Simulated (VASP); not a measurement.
Write the native input for VASP 6.6.1 that does the following.

```
Task                   : single point
Functional             : LDA
Potentials or basis    : VASP PAW LDA potentials, release 64 (Rb_sv)
Cutoff                 : 520 eV
k mesh                 : 11 × 11 × 11
Occupations            : fermi-dirac, width 0.08 eV
Spin                   : no spin polarisation
Dipole correction      : no
Further INCAR settings : ALGO = Normal; EDIFF = 1e-06; NBANDS = 16
```

The structure of Rb lies in POSCAR:

```
Rb
1.0
   -3.5255385580      3.5255385580      1.9354290935
    3.5255385580     -3.5255385580      1.9354290935
    3.5255385580      3.5255385580     -1.9354290935
Rb
2
Direct
   -0.3750000000     -0.1250000000     -0.2500000000
    0.3750000000      0.1250000000      0.2500000000
```

These files were run (other wordings do the same):

INCAR

```
SYSTEM = Rb
  PREC = Accurate
  ENCUT = 520
  EDIFF = 1E-6
  ISMEAR = -1
  SIGMA = 0.08
  LREAL = .FALSE.
  LASPH = .TRUE.
  NELM = 60
  ALGO = Normal
  ISIF = 2
  LWAVE = .FALSE.
  LCHARG = .TRUE.
  GGA = CA
  LELF = .TRUE.
  LVHAR = .TRUE.
  NBANDS = 16
```

KPOINTS

```
Automatic mesh
0
G
  11 11 11
  0 0 0
```

Potentials or basis: VASP PAW LDA potentials, release 64 (Rb_sv).

Launch:

```sh
$ cat potpaw_LDA.64/Rb_sv/POTCAR > POTCAR
$ mpirun -np 1 vasp_std > vasp.out
```

It gave:

```json
{
 "Pressure": "4.2 GPa",
 "Band gap on the k mesh": "zero (band 9 reaches 2.51 eV, above the bottom of band 10 at 0.97 eV)"
}
```

It took 57 s on 1 thread of Intel(R) Xeon(R) 6975P-C (Granite Rapids), on a shared host, peak memory 0.29 GiB.
